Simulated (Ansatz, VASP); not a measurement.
**Two plane-wave programs on CsH**

INCAR

```
SYSTEM = CsH
PREC     = Accurate       ! precision mode
ENCUT    = 520            ! plane-wave cutoff, eV
EDIFF    = 1E-6           ! SCF threshold, eV
ISMEAR   = 0              ! smearing method
SIGMA    = 0.02           ! smearing width, eV
LREAL    = .FALSE.        ! projectors in reciprocal space
LASPH    = .TRUE.         ! aspherical terms in the spheres
NELM     = 100            ! most SCF steps
ALGO     = Normal         ! electronic algorithm
ISIF     = 2              ! what is computed and relaxed
LWAVE    = .FALSE.        ! write WAVECAR
LCHARG   = .FALSE.        ! write CHGCAR
GGA      = CA             ! functional
NBANDS   = 18             ! bands
```

File KPOINTS:

```
regular mesh
0
G
  6 6 6
  0 0 0
```

POSCAR

```
CsH
1.0
    3.2341853133      3.2341853133      0.0000000000
   -3.2341853133      3.2341853133      0.0000000000
    0.0000000000      0.0000000000      6.0580408365
Cs H
2 2
Direct
    0.0000000000      0.0000000000      0.0000000000
    0.5000000000      0.5000000000      0.5000000000
    0.5000000000      0.5000000000      0.0000000000
    0.0000000000      0.0000000000      0.5000000000
```

Input for Ansatz:

```yaml
crystal:
  lattice:
    - [3.2341853133, 3.2341853133, 0.0]
    - [-3.2341853133, 3.2341853133, 0.0]
    - [0.0, 0.0, 6.0580408365]
  atoms:
    - { symbol: Cs, position: [0.0, 0.0, 0.0] }
    - { symbol: Cs, position: [0.5, 0.5, 0.5] }
    - { symbol: H, position: [0.5, 0.5, 0.0] }
    - { symbol: H, position: [0.0, 0.0, 0.5] }
basis:
  ecutwfc: 420
kpoints:
  mp_grid: { grid: [6, 6, 6] }
  band_path: { path: [VBM, CBM], npoints: 2 }
hamiltonian:
  xc: lda
scf:
  occupations: { method: gaussian, width: 0.02 }
output:
  forces: true
  stress: true
  eigenvalues: true
checkpoint:
  read: start.run
  write: ck
  compress: false
  write_wavefunctions: false
  write_every: 100000
```

Alike in both runs: task single point; functional LDA; k mesh 6 × 6 × 6; occupations gaussian, width 0.02 eV; no spin polarisation.

```csv
,VASP,Ansatz
version,VASP 6.6.1,Ansatz 0.2.0
potentials or method,"VASP PAW LDA potentials, release 64 (Cs_sv, H), cutoff 520 eV","scalar-relativistic, plane waves, PAW"
valence electrons in the cell,20,20
```

VASP gave:

```
gap on the k mesh at the Fermi level (eV)                     : 1.88
least direct gap on the mesh (eV)                             : 1.88
pressure (GPa)                                                : -1.0
traceless stress, the component that is largest in VASP (GPa) : 1.01
```

Task: What did Ansatz give for the same quantities?

Result: gap on the k mesh at the Fermi level (eV): 1.90; least direct gap on the mesh (eV): 1.90; pressure (GPa): -1.0; traceless stress, the component that is largest in VASP (GPa): 0.99.

LDA's correlation is that of Perdew and Zunger in VASP and of Perdew and Wang (1992) in Ansatz.

Spin-orbit coupling is off throughout.
